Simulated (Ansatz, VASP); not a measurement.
## Al in VASP and in Ansatz

Contents of POSCAR:

```
Al
1.0
    0.0000000000      2.0199310410      2.0199310410
    2.0199310410      0.0000000000      2.0199310410
    2.0199310410      2.0199310410      0.0000000000
Al
1
Direct
    0.0000000000      0.0000000000      0.0000000000
```

INCAR.step1

```
ALGO     = Normal         # electronic algorithm
EDIFF    = 1E-5           # SCF threshold, eV
ENCUT    = 520            # plane-wave cutoff, eV
GGA      = PE             # functional
ISIF     = 2              # what is computed and relaxed
ISMEAR   = -1             # smearing method
LASPH    = T              # aspherical terms in the spheres
LCHARG   = F              # write CHGCAR
LREAL    = F              # projectors in reciprocal space
LWAVE    = T              # write WAVECAR
NBANDS   = 8              # bands
NELM     = 80             # most SCF steps
PREC     = Accurate       # precision mode
SIGMA    = 0.05           # smearing width, eV
```

INCAR.step2

```
ALGO     = Normal         # electronic algorithm
EDIFF    = 1E-6           # SCF threshold, eV
ENCUT    = 520            # plane-wave cutoff, eV
GGA      = PE             # functional
HFSCREEN = 0.2079         # screening, 1/A
ISIF     = 2              # what is computed and relaxed
ISMEAR   = -1             # smearing method
ISTART   = 1            
LASPH    = T              # aspherical terms in the spheres
LCHARG   = F              # write CHGCAR
LHFCALC  = T              # exact exchange
LREAL    = F              # projectors in reciprocal space
LWAVE    = F              # write WAVECAR
NBANDS   = 8              # bands
NELM     = 80             # most SCF steps
PREC     = Accurate       # precision mode
PRECFOCK = Normal       
SIGMA    = 0.05           # smearing width, eV
```

File KPOINTS:

```
k-points
0
Gamma
  9 9 9
```

Input for Ansatz:

```yaml
crystal:
  lattice:
    - [0.0, 2.019931041, 2.019931041]
    - [2.019931041, 0.0, 2.019931041]
    - [2.019931041, 2.019931041, 0.0]
  atoms:
    - { symbol: Al, position: [0.0, 0.0, 0.0] }
basis:
  ecutwfc: 420
  xc_grid: 2
hamiltonian:
  xc: hse06
  pseudopotentials: { kind: paw, azcp: { folder: soft_1 } }
kpoints:
  mp_grid: { grid: [9, 9, 9] }
scf:
  occupations: { method: fermi_dirac, width: 0.05 }
  max_iter: 150
output:
  forces: true
  stress: true
checkpoint:
  write: "../hse06.run"
  compress: false
  write_wavefunctions: false
  write_every: 100000
```

Alike in both runs: task single point; functional HSE06; k mesh 9 × 9 × 9; occupations fermi-dirac, width 0.05 eV; no spin polarisation.

```csv
,VASP,Ansatz
version,VASP 6.6.1,Ansatz 0.2.0
potentials or method,"VASP PAW PBE potentials, release 64 (Al), cutoff 520 eV",plane-wave PAW DFT
valence electrons in the cell,3,3
```

VASP gave:

```
pressure (GPa) : -0.5
```

Question: Estimate Ansatz's values.

Answer: Pressure (GPa): -0.6.

Ansatz's warnings: filled band counts differ across k points, stress exchange threshold loose, stress scf threshold loose.
